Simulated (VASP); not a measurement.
# AlN (P6_3mc) in VASP: notebook

AlN is run at these levels: LDA; tasks: single point, relaxation of cell and atoms.

All numbers are computed with VASP 6.6.1; they aren't measurements. Logs are shortened: lines on timing, memory, paths and dates and some standing lists are left out, and cuts for length are marked.

**The experiment to reproduce.**

“Self-assembly of well-separated AlN nanowires directly on sputtered metallic TiN films”, 2019, arxiv:1910.07391 quotes, for a bulk crystal of AlN at 10 K: band gap 6.034 eV (an exciton energy, a little under the gap).

How close the calculation comes is told below.

## 1. The cell of the first run

It takes space group P6_3mc (No. 186, hexagonal). The conventional cell has a = 3.089 Å, b = 3.089 Å, c = 4.943 Å, α = 90.00°, β = 90.00°, γ = 120.00°. Al (site symmetry 3m) has 4 N at 1.88 to 1.89 Å within 2.5 Å. Within 2.5 Å of N (site symmetry 3m) lie 4 Al at 1.88 to 1.89 Å.

## 2. Single point, LDA

File INCAR:

```
SYSTEM = AlN
ALGO = Normal
EDIFF = 1E-6
ENCUT = 520
ISIF = 2
ISMEAR = 0
LASPH = .TRUE.
LCHARG = .TRUE.
LELF = .TRUE.
LREAL = .FALSE.
LVHAR = .TRUE.
LWAVE = .FALSE.
NBANDS = 16
NELM = 100
PREC = Accurate
SIGMA = 0.01
```

File KPOINTS:

```
k-points
0
G
  9 9 6
  0 0 0
```

File POSCAR:

```
AlN
1.0
    3.0887574412      0.0000000000      0.0000000000
   -1.5443787206      2.6749424102      0.0000000000
    0.0000000000      0.0000000000      4.9433118481
Al N
2 2
Direct
    0.3333333333      0.6666666667     -0.0009916330
    0.6666666667      0.3333333333      0.4990083670
    0.3333333333      0.6666666667      0.3809916330
    0.6666666667      0.3333333333      0.8809916330
```

Potentials or basis: VASP PAW LDA potentials, release 64 (Al, N).

Launch:

```
cat potpaw_LDA.64/Al/POTCAR potpaw_LDA.64/N/POTCAR > POTCAR
mpirun -np 1 vasp_std > vasp.out
```

OUTCAR:

```text
SYSTEM = AlN
   EDIFF = 1E-6
   ENCUT = 520
   ISIF = 2
   ISMEAR = 0
   LASPH = .TRUE.
   LREAL = .FALSE.
   NELM = 100
   PREC = Accurate

 ion  position               nearest neighbor table
   1  0.333  0.667  0.999-   4 1.88   4 1.88   4 1.88   3 1.89   2 3.05   2 3.05   2 3.05   2 3.05
                             2 3.05   2 3.05
   2  0.667  0.333  0.499-   3 1.88   3 1.88   3 1.88   4 1.89   1 3.05   1 3.05   1 3.05   1 3.05
                             1 3.05   1 3.05
   3  0.333  0.667  0.381-   2 1.88   2 1.88   2 1.88   1 1.89
   4  0.667  0.333  0.881-   1 1.88   1 1.88   1 1.88   2 1.89

  LATTYP: Found a hexagonal cell.
 ALAT       =     3.0887574412
 C/A-ratio  =     1.6004208625

  Lattice vectors:

 A1 = (   3.0887574412,   0.0000000000,   0.0000000000)
 A2 = (  -1.5443787206,   2.6749424102,   0.0000000000)
 A3 = (   0.0000000000,   0.0000000000,   4.9433118481)

Analysis of symmetry for initial positions (statically):
=====================================================================
 Subroutine PRICEL returns:
 Original cell was already a primitive cell.

 Routine SETGRP: Setting up the symmetry group for a
 hexagonal supercell.

 Subroutine GETGRP returns: Found 12 space group operations
 (whereof  6 operations were pure point group operations)
 out of a pool of 24 trial point group operations.

The static configuration has the point symmetry C_3v.
 The point group associated with its full space group is C_6v.

Analysis of symmetry for dynamics (positions and initial velocities):
=====================================================================
 Subroutine PRICEL returns:
 Original cell was already a primitive cell.

 Routine SETGRP: Setting up the symmetry group for a
 hexagonal supercell.

 Subroutine GETGRP returns: Found 12 space group operations
 (whereof  6 operations were pure point group operations)
 out of a pool of 24 trial point group operations.

The dynamic configuration has the point symmetry C_3v.
 The point group associated with its full space group is C_6v.

 Subroutine INISYM returns: Found 12 space group operations
 (whereof  6 operations are pure point group operations),
 and found     1 'primitive' translations

----------------------------------------------------------------------------------------

                                     Primitive cell

  volume of cell :      40.8429

  direct lattice vectors                    reciprocal lattice vectors
     3.088757441  0.000000000  0.000000000     0.323754785  0.186919912  0.000000000
    -1.544378721  2.674942410  0.000000000     0.000000000  0.373839824  0.000000000
     0.000000000  0.000000000  4.943311848     0.000000000  0.000000000  0.202293529

  length of vectors
     3.088757441  3.088757441  4.943311848     0.373839824  0.373839824  0.202293529

  position of ions in fractional coordinates (direct lattice)
     0.333333333  0.666666667  0.999008367
     0.666666667  0.333333333  0.499008367
     0.333333333  0.666666667  0.380991633
     0.666666667  0.333333333  0.880991633

  ion indices of the primitive-cell ions
   primitive index   ion index
                 1           1
                 2           2
                 3           3
                 4           4

----------------------------------------------------------------------------------------

 KPOINTS: k-points

Automatic generation of k-mesh.
 Grid dimensions read from file:
 generate k-points for:    9    9    6

 Generating k-lattice:

  Cartesian coordinates                     Fractional coordinates (reciprocal lattice)
     0.035972754  0.020768879  0.000000000     0.111111111  0.000000000  0.000000000
     0.000000000  0.041537758  0.000000000     0.000000000  0.111111111  0.000000000
     0.000000000  0.000000000  0.033715588     0.000000000  0.000000000  0.166666667

  Length of vectors
     0.041537758  0.041537758  0.033715588

  Shift w.r.t. Gamma in fractional coordinates (k-lattice)
     0.000000000  0.000000000  0.000000000

 Subroutine IBZKPT returns following result:
 ===========================================

 Found     48 irreducible k-points:

 Following reciprocal coordinates:
            Coordinates               Weight
  0.000000  0.000000  0.000000      1.000000
  0.111111  0.000000  0.000000      6.000000
  0.222222  0.000000  0.000000      6.000000
  0.333333  0.000000  0.000000      6.000000
  0.444444  0.000000  0.000000      6.000000
  0.111111  0.111111  0.000000      6.000000
[... 16 lines left out ...]
  0.333333  0.222222  0.166667     24.000000
  0.333333  0.333333  0.166667      4.000000
 [... further k-points ...]
   k-points           NKPTS =     48   k-points in BZ     NKDIM =     48   number of bands    NBANDS=     16
   number of dos      NEDOS =    301   number of ions     NIONS =      4
   total plane-waves  NPLWV =  23040
   dimension x,y,z NGX =    24 NGY =   24 NGZ =   40
   dimension x,y,z NGXF=    48 NGYF=   48 NGZF=   80
   ions per type =               2   2
   NGX,Y,Z   is equivalent  to a cutoff of  12.92, 12.92, 13.45 a.u.
   NGXF,Y,Z  is equivalent  to a cutoff of  25.84, 25.84, 26.90 a.u.
 SYSTEM =  AlN
   PREC   = accura    normal or accurate (medium, high low for compatibility)
   ISTART =      0    job   : 0-new  1-cont  2-samecut
   ICHARG =      2    charge: 1-file 2-atom 10-const
   ISPIN  =      1    spin polarized calculation?
   LNONCOLLINEAR =      F non collinear calculations
   LSORBIT =      F    spin-orbit coupling
   LASPH  =      T    aspherical Exc in radial PAW
   ENCUT  =  520.0 eV  38.22 Ry    6.18 a.u.   5.74  5.74  9.19*2*pi/ulx,y,z
   NELM   =    100;   NELMIN=  2; NELMDL= -5     # of ELM steps
   EDIFF  = 0.1E-05   stopping-criterion for ELM
   LREAL  =      F    real-space projection
[... 7 lines left out ...]
   TEBEG  =    0.0;   TEEND  =   0.0 temperature during run
   PSTRESS=    0.0 pullay stress
   NELECT =      16.0000    total number of electrons
   NUPDOWN=      -1.0000    fix difference up-down
   EMIN   =  10.00;   EMAX   =-10.00  energy-range for DOS
   EFERMI =   0.00;   METHOD = LEGACY
   ISMEAR =     0;   SIGMA  =   0.01  broadening in eV -4-tet -1-fermi 0-gaus
   EFERMI_NEDOS =   21; number of points for ismear=-14 and -15
   IALGO  =     38    algorithm
   IMIX   =      4    mixing-type and parameters
     AMIX     =   0.40;   BMIX     =  1.00
     AMIX_MAG =   1.60;   BMIX_MAG =  1.00
  volume/ion in A,a.u.               =      10.21        68.91
  Fermi-wavevector in a.u.,A,eV,Ry     =   1.197869  2.263645 19.522873  1.434891
  Thomas-Fermi vector in A             =   2.333773
   LORBIT       =      0    0 simple, 1 ext, 2 COOP (PROOUT), +10 PAW based schemes
   GGA     = CA    functional components
   LHFCALC =     F    Hartree Fock is set to
   AEXX    =    0.0000 exact exchange contribution
   IVDW    =     0    specifies the selected vdW correction
   LEPSILON=     F    determine dielectric tensor
   LRPA    =     F    only Hartree local field effects (RPA)
 non-spin polarized calculation
 Gauss-broadening in eV      SIGMA  =   0.01
  energy-cutoff  :      520.00
  volume of cell :       40.84
 maximum number of plane-waves:      1118
 NGX is ok and might be reduce to    24
   NGX = 11   NGY = 11   NGZ = 19

 number of electron      15.9999997 magnetization

 Free energy of the ion-electron system (eV)
  ---------------------------------------------------
  ext. energy  EPLUGINS =         0.00000000
  ---------------------------------------------------
  free energy    TOTEN  =       -32.84104512 eV

  energy without entropy =      -32.84104512  energy(sigma->0) =      -32.84104512

 E-fermi :   6.1730     XC(G=0): -11.3432

 val. band max:        6.1148460516   @ k =   0.0000   0.0000   0.0000
 cond. band min:      10.5380404415   @ k =   0.0000   0.0000   0.0000
 fundamental gap:      4.4231943899
 Fermi energy:         6.1729888777

 k-point     1 :       0.0000    0.0000    0.0000
  band No.  band energies     occupation
      1      -9.0585      2.00000
      2      -6.7646      2.00000
      3      -0.0395      2.00000
      4       5.2248      2.00000
      5       5.2248      2.00000
      6       5.8863      2.00000
[... 8 lines left out ...]
     15      19.2377      0.00000
     16      19.2377      0.00000

 k-point     2 :       0.1111    0.0000    0.0000
  band No.  band energies     occupation
      1      -8.8942      2.00000
      2      -6.6708      2.00000
      3       0.1513      2.00000
      4       4.5062      2.00000
      5       5.0206      2.00000
      6       5.2170      2.00000
[... 8 lines left out ...]
     15      19.0898      0.00000
     16      19.2447      0.00000

 k-point     3 :       0.2222    0.0000    0.0000
  band No.  band energies     occupation
      1      -8.4266      2.00000
      2      -6.4348      2.00000
      3       0.7058      2.00000
      4       2.9742      2.00000
      5       3.9484      2.00000
      6       4.6032      2.00000
[... 8 lines left out ...]
     15      18.3017      0.00000
     16      19.0108      0.00000

 k-point     4 :       0.3333    0.0000    0.0000
  band No.  band energies     occupation
      1      -7.7467      2.00000
      2      -6.2058      2.00000
      3       1.5065      2.00000
      4       1.5579      2.00000
      5       2.7368      2.00000
      6       4.2164      2.00000
[... 8 lines left out ...]
     15      18.2428      0.00000
     16      20.5024      0.00000
[... 324 lines left out ...]
 k-point    22 :       0.2222    0.2222    0.1667
  band No.  band energies     occupation
      1      -7.3115      2.00000
      2      -6.2213      2.00000
      3       1.4041      2.00000
      4       1.6650      2.00000
      5       2.9442      2.00000
      6       3.3881      2.00000
[... 8 lines left out ...]
     15      18.3748      0.00000
     16      21.0957      0.00000

 k-point    23 :       0.3333    0.2222    0.1667
  band No.  band energies     occupation
      1      -6.7488      2.00000
      2      -6.2118      2.00000
      3       0.9804      2.00000
      4       1.6953      2.00000
      5       2.5165      2.00000
      6       3.5588      2.00000
[... 8 lines left out ...]
     15      18.8808      0.00000
     16      20.9808      0.00000

 k-point    24 :       0.3333    0.3333    0.1667
  band No.  band energies     occupation
      1      -6.3778      2.00000
      2      -6.3778      2.00000
      3       1.2513      2.00000
      4       1.8513      2.00000
      5       1.8513      2.00000
      6       3.3274      2.00000
[... 8 lines left out ...]
     15      19.1427      0.00000
     16      21.2724      0.00000

 [... further k-points ...]

------------------------ aborting loop because EDIFF is reached ----------------------------------------

  FORCE on cell =-STRESS in cart. coord.  units (eV):
  Direction    XX          YY          ZZ          XY          YZ          ZX
  --------------------------------------------------------------------------------------
  -------------------------------------------------------------------------------------
  Total        0.1569120      0.1569120      0.1511920      0.0000000     -0.0000000      0.0000000
  in kB        6.1553174      6.1553174      5.9309341      0.0000000     -0.0000000      0.0000000
  external PRESSURE =       6.0805229 kB  Pullay stress =       0.0000000 kB

 VOLUME and BASIS-vectors are now :
 -----------------------------------------------------------------------------
  energy-cutoff  :      520.00
  volume of cell :       40.84
      direct lattice vectors                 reciprocal lattice vectors
     3.088757441  0.000000000  0.000000000     0.323754785  0.186919912  0.000000000
    -1.544378721  2.674942410  0.000000000     0.000000000  0.373839824  0.000000000
     0.000000000  0.000000000  4.943311848     0.000000000  0.000000000  0.202293529

 POSITION                                       TOTAL-FORCE (eV/Angst)
 -----------------------------------------------------------------------------------
     -0.00000      1.78329      4.93841        -0.000000      0.000000     -0.000439
      1.54438      0.89165      2.46675         0.000000     -0.000000     -0.000439
     -0.00000      1.78329      1.88336         0.000000      0.000000      0.000439
      1.54438      0.89165      4.35502         0.000000     -0.000000      0.000439
 -----------------------------------------------------------------------------------
    total drift:                               -0.000000      0.000000     -0.000708

  FREE ENERGIE OF THE ION-ELECTRON SYSTEM (eV)
  ---------------------------------------------------
  free  energy   TOTEN  =       -32.8410451228 eV

  energy  without entropy=      -32.8410451228  energy(sigma->0) =      -32.84104512
```

It took 9.9 s on 1 thread of AMD EPYC 9R45 (Zen 5), shared host; peak memory 0.12 GiB.

What came out:

```yaml
Free_energy: -32.8410 eV
Pressure: 0.6 GPa
Band_gap_on_the_k_mesh: 4.42 eV
```

## 3. Relaxation of cell and atoms, LDA

This run uses another cell than the first one, of 10.45 Å³/atom.

File INCAR:

```
PREC = Accurate
ENCUT = 600
EDIFF = 1E-6
ISMEAR = 0
SIGMA = 0.01
LREAL = F
LASPH = T
NELM = 80
ALGO = Normal
ISIF = 3
LWAVE = F
LCHARG = F
GGA = CA
IBRION = 2
NSW = 80
EDIFFG = -0.001
```

File KPOINTS:

```
Automatic mesh
0
Gamma
  9 9 6
```

File POSCAR:

```
AlN
1.0
    3.1130000000      0.0000000000      0.0000000000
   -1.5565000000      2.6959370820      0.0000000000
    0.0000000000      0.0000000000      4.9810000000
Al N
2 2
Direct
    0.3333333333      0.6666666667      0.0000000000
    0.6666666667      0.3333333333      0.5000000000
    0.3333333333      0.6666666667      0.3800000000
    0.6666666667      0.3333333333      0.8800000000
```

Potentials or basis: VASP PAW LDA potentials, release 64 (Al, N).

Launch:

```
cat potpaw_LDA.64/Al/POTCAR potpaw_LDA.64/N/POTCAR > POTCAR
mpirun -np 1 vasp_std > vasp.out
```

It took 35 s on 1 thread of AMD EPYC 9R45 (Zen 5), shared host; peak memory 0.14 GiB.

The run converged. Its results:

| Quantity | Value |
| --- | --- |
| Free energy | -32.8435 eV |
| Relaxed volume | 10.24 Å³/atom |
| Relaxed cell | a = 3.091 Å, b = 3.091 Å, c = 4.948 Å, α = 90.00°, β = 90.00°, γ = 120.00° |
| Space group after relaxing (to 0.1 Å) | P6_3mc (No. 186) |
| Energy gained by relaxing | 3.2 meV/atom |
| Ionic steps | 8 |
| Pressure after relaxing | 0.0 GPa |
| Band gap on the k mesh | 4.40 eV |

The path:
| step | energy change (eV) | largest force (eV/Å) | pressure (GPa) | volume (Å³) |
| --- | --- | --- | --- | --- |
| 1 | 0.0000 | 0.1194 | -4.21 | 41.80 |
| 2 | -0.0009 | 0.0854 | 4.30 | 40.16 |
| 3 | -0.0124 | 0.0200 | -0.04 | 40.96 |
| 4 | -0.0124 | 0.0180 | 0.06 | 40.94 |
| 5 | -0.0126 | 0.0112 | 0.08 | 40.93 |
| 6 | -0.0126 | 0.0047 | 0.09 | 40.93 |
| 7 | -0.0126 | 0.0053 | -0.09 | 40.96 |
| 8 | -0.0126 | 0.0003 | 0.00 | 40.94 |

Final structure:
```xyz
4
Lattice="3.0913 0.0000 0.0000 -1.5456 2.6771 0.0000 0.0000 0.0000 4.9477" Properties=species:S:1:pos:R:3 pbc="T T T"
Al    0.0000    1.7847    4.9428
Al    1.5456    0.8924    2.4690
N     0.0000    1.7847    1.8850
N     1.5456    0.8924    4.3588
```

Levels at points of the mesh, in eV from the valence-band top:
| k point | band 6 | band 7 | band 8 | band 9 | band 10 | band 11 |
| --- | --- | --- | --- | --- | --- | --- |
| (0.00, 0.00, 0.00) | -0.23 | -0.23 | 0.00 | 4.40 | 6.71 | 10.64 |
| (0.00, 0.00, 0.50) | -0.57 | -0.57 | -0.57 | 6.59 | 6.59 | 10.30 |

A k mesh can miss the band edges. LDA usually gives volumes a few per cent too small.

## 4. Against experiment

Step 2. Measured gap of AlN: 6.034 eV (an exciton energy, a little under the gap; 10 K; quoted in “Self-assembly of well-separated AlN nanowires directly on sputtered metallic TiN films”, 2019, arxiv:1910.07391). This calculation gives 4.42 eV (-1.61 eV). 2 values of this kind are on record (6.034 to 6.0343 eV); this one was drawn at random. The value is that of LDA on a finite k mesh, which can miss the band edges, without temperature or zero-point motion. Semilocal functionals fall short of measured gaps as a rule.
